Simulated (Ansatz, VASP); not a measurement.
## Two plane-wave programs on TaN

POSCAR

```
TaN
1.0
    0.0000000000      2.3533200000      2.0918400000
    2.3533200000      0.0000000000      2.0918400000
    2.3533200000      2.3533200000      0.0000000000
Ta N
1 1
Direct
    0.5000000000      0.5000000000      0.5000000000
    0.0000000000      0.0000000000      0.0000000000
```

INCAR.step1

```
SYSTEM = TaN
ALGO = Normal
EDIFF = 1E-4
ENCUT = 520
GGA = PE
ISMEAR = 0
LASPH = .TRUE.
LCHARG = .FALSE.
LREAL = .FALSE.
LWAVE = .TRUE.
NBANDS = 15
NELM = 100
PREC = Accurate
SIGMA = 0.15
```

The input INCAR.step2:

```
SYSTEM = TaN
ALGO = Normal
EDIFF = 1E-6
ENCUT = 520
ISIF = 2
ISMEAR = 0
ISTART = 1
LASPH = .TRUE.
LCHARG = .TRUE.
LELF = .TRUE.
LMIXTAU = .TRUE.
LREAL = .FALSE.
LVHAR = .TRUE.
LWAVE = .FALSE.
METAGGA = R2SCAN
NBANDS = 15
NELM = 100
PREC = Accurate
SIGMA = 0.15
```

KPOINTS

```
k-points
0
G
  18 18 18
  0 0 0
```

Input for Ansatz:

```yaml
crystal:
  lattice:
    - [0.0, 2.35332, 2.09184]
    - [2.35332, 0.0, 2.09184]
    - [2.35332, 2.35332, 0.0]
  atoms:
    - { symbol: Ta, position: [0.5, 0.5, 0.5] }
    - { symbol: "N", position: [0.0, 0.0, 0.0] }
basis:
  ecutwfc: 500
kpoints:
  mp_grid: { grid: [18, 18, 18] }
hamiltonian:
  xc: r2scan
scf:
  occupations: { method: gaussian, width: 0.15 }
output:
  forces: true
  stress: true
  eigenvalues: true
  write_density: true
  write_potential: true
  elf: true
  volumetric_format: npy
```

Change from the starting cell: strain +0.080 along x and y, -0.040 along z, atoms carried along.

Alike in both runs: task single point; functional r2SCAN; k mesh 18 × 18 × 18; occupations gaussian, width 0.15 eV; no spin polarisation.

|  | VASP | Ansatz |
| --- | --- | --- |
| version | VASP 6.6.1 | Ansatz 0.2.0 |
| potentials or method | VASP PAW PBE potentials, release 64 (Ta_pv, N), cutoff 520 eV | scalar-relativistic, plane waves, PAW |
| valence electrons in the cell | 16 | 18 |

|  | VASP | Ansatz | Ansatz less VASP |
| --- | --- | --- | --- |
| gap on the k mesh at the Fermi level (eV) | none | none | - |
| pressure (GPa) | -13.5 | -14.9 | -1.40 |
| traceless stress, the component that is largest in VASP (GPa) | 33.83 | 33.70 | -0.130 |

VASP's potentials were made for PBE, not for r2SCAN. A gap of «none» marks a metal or a gap that the smearing closes. VASP's potentials hold 16 valence electrons a cell and Ansatz's 18, so a difference there can come from the potentials and not from the codes.

Neither program's run includes spin-orbit coupling.
